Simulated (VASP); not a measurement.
# Te2Mo in VASP: single point with PBEsol

Aim: the single point of Te2Mo with PBEsol.

Everything below comes from runs of VASP 6.6.1. Logs are shortened: lines on timing, memory, paths and dates and some standing lists are left out, and cuts for length are marked.

**1. The cell of the first run**

The cell holds a slab with vacuum, 3 atoms: a = 3.471 Å, b = 3.495 Å, c = 16.996 Å, α = 90.39°, β = 90.12°, γ = 120.18°.

**2. Single point, PBEsol (atoms moved at random and the cell strained at random)**

Contents of INCAR:

```
PREC = Accurate
ENCUT = 520
EDIFF = 1E-6
ISMEAR = 0
SIGMA = 0.02
LREAL = False
LASPH = True
NELM = 60
ALGO = Normal
ISIF = 2
LWAVE = False
LCHARG = False
GGA = PS
NBANDS = 20
```

Contents of KPOINTS:

```
regular mesh
0
Gamma
  9 9 2
```

Contents of POSCAR:

```
Te2Mo
1.0
    3.4707285611     -0.0124252125     -0.0035958351
   -1.7461248302      3.0272754725     -0.0118917216
   -0.0176992984     -0.0778068167     16.9957074767
Te Mo
2 1
Direct
    0.2860159838      0.5778967626      0.8964522362
    0.3094153218      0.6539463347      0.1006757121
    0.0712337327      0.1014869994      0.0028720517
```

Potentials or basis: VASP PAW PBE potentials, release 64 (Te, Mo_sv).

The run is started by

```bash
$ cat potpaw_PBE.64/Te/POTCAR potpaw_PBE.64/Mo_sv/POTCAR > POTCAR
$ mpirun -np 1 vasp_std > vasp.out
```

OUTCAR:

```text
PREC = Accurate
   ENCUT = 520
   EDIFF = 1E-6
   ISMEAR = 0
   LREAL = False
   LASPH = True
   NELM = 60
   ISIF = 2
   GGA = PS

 ion  position               nearest neighbor table
   1  0.286  0.578  0.896-   3 2.32   3 2.92   3 2.99   2 3.48
   2  0.309  0.654  0.101-   3 2.35   3 2.69   3 2.85   1 3.48
   3  0.071  0.101  0.003-   1 2.32   2 2.35   2 2.69   2 2.85   1 2.92   1 2.99

  LATTYP: Found a triclinic cell.
 ALAT       =     3.4733010211
 B/A-ratio  =     0.9992663014
 C/A-ratio  =     4.8932973817
 COS(alpha) =     0.0020610180
 COS(beta)  =     0.0089497802
 COS(gamma) =     0.4934253312

  Lattice vectors:

 A1 = (   1.7246037309,   3.0148502600,  -0.0154875567)
 A2 = (   3.4707285611,  -0.0124252125,  -0.0035958351)
 A3 = (   0.0176992984,   0.0778068167, -16.9957074767)

Analysis of symmetry for initial positions (statically):
=====================================================================
 Subroutine PRICEL returns:
 Original cell was already a primitive cell.

 Routine SETGRP: Setting up the symmetry group for a
 triclinic supercell.

 Subroutine GETGRP returns: Found  1 space group operations
 (whereof  1 operations were pure point group operations)
 out of a pool of  2 trial point group operations.

The static configuration has the point symmetry C_1 .

Analysis of symmetry for dynamics (positions and initial velocities):
=====================================================================
 Subroutine PRICEL returns:
 Original cell was already a primitive cell.

 Routine SETGRP: Setting up the symmetry group for a
 triclinic supercell.

 Subroutine GETGRP returns: Found  1 space group operations
 (whereof  1 operations were pure point group operations)
 out of a pool of  2 trial point group operations.

The dynamic configuration has the point symmetry C_1 .

 Subroutine INISYM returns: Found  1 space group operations
 (whereof  1 operations are pure point group operations),
 and found     1 'primitive' translations

----------------------------------------------------------------------------------------

                                     Primitive cell

  volume of cell :     178.1987

  direct lattice vectors                    reciprocal lattice vectors
     3.470728561 -0.012425212 -0.003595835     0.288721251  0.166537863  0.001063089
    -1.746124830  3.027275472 -0.011891722     0.001186625  0.331020431  0.001516656
    -0.017699298 -0.077806817 16.995707477     0.000061916  0.000266847  0.058839672

  length of vectors
     3.470752665  3.494780411 16.995894793     0.333310592  0.331026032  0.058840310

  position of ions in fractional coordinates (direct lattice)
     0.286015984  0.577896763  0.896452236
     0.309415322  0.653946335  0.100675712
     0.071233733  0.101486999  0.002872052

  ion indices of the primitive-cell ions
   primitive index   ion index
                 1           1
                 2           2
                 3           3

----------------------------------------------------------------------------------------

 KPOINTS: regular mesh

Automatic generation of k-mesh.
 Grid dimensions read from file:
 generate k-points for:    9    9    2

 Generating k-lattice:

  Cartesian coordinates                     Fractional coordinates (reciprocal lattice)
     0.032080139  0.018504207  0.000118121     0.111111111 -0.000000000  0.000000000
     0.000131847  0.036780048  0.000168517    -0.000000000  0.111111111  0.000000000
     0.000030958  0.000133423  0.029419836    -0.000000000 -0.000000000  0.500000000

  Length of vectors
     0.037034510  0.036780670  0.029420155

  Shift w.r.t. Gamma in fractional coordinates (k-lattice)
     0.000000000  0.000000000  0.000000000

 Subroutine IBZKPT returns following result:
 ===========================================

 Found     82 irreducible k-points:

 Following reciprocal coordinates:
            Coordinates               Weight
  0.000000  0.000000  0.000000      1.000000
  0.111111 -0.000000 -0.000000      2.000000
  0.222222 -0.000000  0.000000      2.000000
  0.333333 -0.000000  0.000000      2.000000
  0.444444 -0.000000  0.000000      2.000000
  0.000000  0.111111  0.000000      2.000000
[... 16 lines left out ...]
 -0.111111  0.222222  0.000000      2.000000
  0.000000  0.333333  0.000000      2.000000
 [... further k-points ...]
   k-points           NKPTS =     82   k-points in BZ     NKDIM =     82   number of bands    NBANDS=     20
   number of dos      NEDOS =    301   number of ions     NIONS =      3
   total plane-waves  NPLWV =  98784
   dimension x,y,z NGX =    28 NGY =   28 NGZ =  126
   dimension x,y,z NGXF=    56 NGYF=   56 NGZF=  252
   ions per type =               2   1
   NGX,Y,Z   is equivalent  to a cutoff of  13.41, 13.32, 12.32 a.u.
   NGXF,Y,Z  is equivalent  to a cutoff of  26.82, 26.64, 24.65 a.u.
 SYSTEM =  unknown system
   PREC   = accura    normal or accurate (medium, high low for compatibility)
   ISTART =      0    job   : 0-new  1-cont  2-samecut
   ICHARG =      2    charge: 1-file 2-atom 10-const
   ISPIN  =      1    spin polarized calculation?
   LNONCOLLINEAR =      F non collinear calculations
   LSORBIT =      F    spin-orbit coupling
   LASPH  =      T    aspherical Exc in radial PAW
   ENCUT  =  520.0 eV  38.22 Ry    6.18 a.u.   6.45  6.50 31.60*2*pi/ulx,y,z
   NELM   =     60;   NELMIN=  2; NELMDL= -5     # of ELM steps
   EDIFF  = 0.1E-05   stopping-criterion for ELM
   LREAL  =      F    real-space projection
   EDIFFG = 0.1E-04   stopping-criterion for IOM
   NSW    =      0    number of steps for IOM
   IBRION =     -1    ionic relax: 0-MD 1-quasi-New 2-CG
   NFREE  =      0    steps in history (QN), initial steepest desc. (CG)
   ISIF   =      2    stress and relaxation
   ISYM   =      2    0-nonsym 1-usesym 2-fastsym
   POTIM  = 0.5000    time-step for ionic-motion
   TEBEG  =    0.0;   TEEND  =   0.0 temperature during run
   PSTRESS=    0.0 pullay stress
   NELECT =      26.0000    total number of electrons
   NUPDOWN=      -1.0000    fix difference up-down
   EMIN   =  10.00;   EMAX   =-10.00  energy-range for DOS
   EFERMI =   0.00;   METHOD = LEGACY
   ISMEAR =     0;   SIGMA  =   0.02  broadening in eV -4-tet -1-fermi 0-gaus
   EFERMI_NEDOS =   21; number of points for ismear=-14 and -15
   IALGO  =     38    algorithm
   IMIX   =      4    mixing-type and parameters
     AMIX     =   0.40;   BMIX     =  1.00
     AMIX_MAG =   1.60;   BMIX_MAG =  1.00
  volume/ion in A,a.u.               =      59.40       400.85
  Fermi-wavevector in a.u.,A,eV,Ry     =   0.861849  1.628658 10.106181  0.742783
  Thomas-Fermi vector in A             =   1.979563
   LORBIT       =      0    0 simple, 1 ext, 2 COOP (PROOUT), +10 PAW based schemes
   GGA     = PS    functional components
   LHFCALC =     F    Hartree Fock is set to
   AEXX    =    0.0000 exact exchange contribution
   IVDW    =     0    specifies the selected vdW correction
   LEPSILON=     F    determine dielectric tensor
   LRPA    =     F    only Hartree local field effects (RPA)
 non-spin polarized calculation
 Gauss-broadening in eV      SIGMA  =   0.02
  energy-cutoff  :      520.00
  volume of cell :      178.20
 maximum number of plane-waves:      4844
 NGX is ok and might be reduce to    28
   NGX = 13   NGY = 13   NGZ = 63

 number of electron      26.0000001 magnetization

 Free energy of the ion-electron system (eV)
  ---------------------------------------------------
  ext. energy  EPLUGINS =         0.00000000
  ---------------------------------------------------
  free energy    TOTEN  =       -17.48019899 eV

  energy without entropy =      -17.48019899  energy(sigma->0) =      -17.48019899

 E-fermi :   1.3845     XC(G=0):  -4.9440

 val. band max:        1.2157908371   @ k =  -0.4444   0.4444   0.0000
 cond. band min:       1.5416320547   @ k =  -0.2222   0.1111   0.5000
 fundamental gap:      0.3258412176
 Fermi energy:         1.3844795309

 k-point     1 :       0.0000    0.0000    0.0000
  band No.  band energies     occupation
      1     -59.8842      2.00000
      2     -34.3369      2.00000
      3     -34.0765      2.00000
      4     -33.8695      2.00000
      5     -12.6004      2.00000
      6     -11.4488      2.00000
[... 12 lines left out ...]
     19       5.3711      0.00000
     20       6.2455      0.00000

 k-point     2 :       0.1111   -0.0000   -0.0000
  band No.  band energies     occupation
      1     -59.8828      2.00000
      2     -34.3331      2.00000
      3     -34.0830      2.00000
      4     -33.8853      2.00000
      5     -12.4242      2.00000
      6     -11.3161      2.00000
[... 12 lines left out ...]
     19       5.5514      0.00000
     20       6.4378      0.00000

 k-point     3 :       0.2222   -0.0000    0.0000
  band No.  band energies     occupation
      1     -59.8792      2.00000
      2     -34.3233      2.00000
      3     -34.1005      2.00000
      4     -33.9240      2.00000
      5     -11.9281      2.00000
      6     -10.9382      2.00000
[... 12 lines left out ...]
     19       6.1247      0.00000
     20       6.8573      0.00000

 k-point     4 :       0.3333   -0.0000    0.0000
  band No.  band energies     occupation
      1     -59.8751      2.00000
      2     -34.3122      2.00000
      3     -34.1230      2.00000
      4     -33.9648      2.00000
      5     -11.2339      2.00000
      6     -10.3995      2.00000
[... 429 lines left out ...]
 k-point    23 :      -0.1111    0.2222    0.0000
  band No.  band energies     occupation
      1     -59.8799      2.00000
      2     -34.3232      2.00000
      3     -34.1277      2.00000
      4     -33.8851      2.00000
      5     -12.0477      2.00000
      6     -11.1543      2.00000
[... 12 lines left out ...]
     19       5.9757      0.00000
     20       6.8370      0.00000

 k-point    24 :       0.0000    0.3333    0.0000
  band No.  band energies     occupation
      1     -59.8741      2.00000
      2     -34.3054      2.00000
      3     -34.2015      2.00000
      4     -33.9001      2.00000
      5     -11.0853      2.00000
      6     -10.7130      2.00000
[... 12 lines left out ...]
     19       6.5600      0.00000
     20       6.7303      0.00000

 [... further k-points ...]

------------------------ aborting loop because EDIFF is reached ----------------------------------------

  FORCE on cell =-STRESS in cart. coord.  units (eV):
  Direction    XX          YY          ZZ          XY          YZ          ZX
  --------------------------------------------------------------------------------------
  -------------------------------------------------------------------------------------
  Total       -0.1307494      8.9947224     13.0487830     -1.3782585     -1.9737991      0.6589515
  in kB       -1.1755619     80.8711685    117.3210553    -12.3918640    -17.7463444      5.9246055
  external PRESSURE =      65.6722206 kB  Pullay stress =       0.0000000 kB

 VOLUME and BASIS-vectors are now :
 -----------------------------------------------------------------------------
  energy-cutoff  :      520.00
  volume of cell :      178.20
      direct lattice vectors                 reciprocal lattice vectors
     3.470728561 -0.012425212 -0.003595835     0.288721251  0.166537863  0.001063089
    -1.746124830  3.027275472 -0.011891722     0.001186625  0.331020431  0.001516656
    -0.017699298 -0.077806817 16.995707477     0.000061916  0.000266847  0.058839672

 POSITION                                       TOTAL-FORCE (eV/Angst)
 -----------------------------------------------------------------------------------
     -0.03226      1.67615     15.22794         0.208448      4.553387     -3.660277
     -0.06976      1.96800      1.70217         0.619766      3.790243      3.869003
      0.06997      0.30612      0.04735        -0.828214     -8.343630     -0.208726
 -----------------------------------------------------------------------------------
    total drift:                               -0.000084      0.000078     -0.000088

  FREE ENERGIE OF THE ION-ELECTRON SYSTEM (eV)
  ---------------------------------------------------
  free  energy   TOTEN  =       -17.4801989890 eV

  energy  without entropy=      -17.4801989890  energy(sigma->0) =      -17.48019899
```

Run time: 7.2 min. Hardware: 1 thread of AMD EPYC 7R13 (Zen 3), shared host; peak memory 0.46 GiB.

What came out:

```
Free energy            : -17.4802 eV
Largest force          : 8.387 eV/Å
Band gap on the k mesh : 0.33 eV (least direct gap 0.58 eV)
```

Forces on the atoms (eV/Å):
```
Te   0.208  4.553 -3.660
Te   0.620  3.790  3.869
Mo  -0.828 -8.344 -0.209
```

Caveat: the cell differs from its parent crystal (atoms moved at random and the cell strained at random); there is no dipole correction, which matters where the two faces differ; the PAW data sets were made with another functional, which shifts forces and pressure a little; spin-orbit coupling is left out, which moves the levels of the heavy elements.
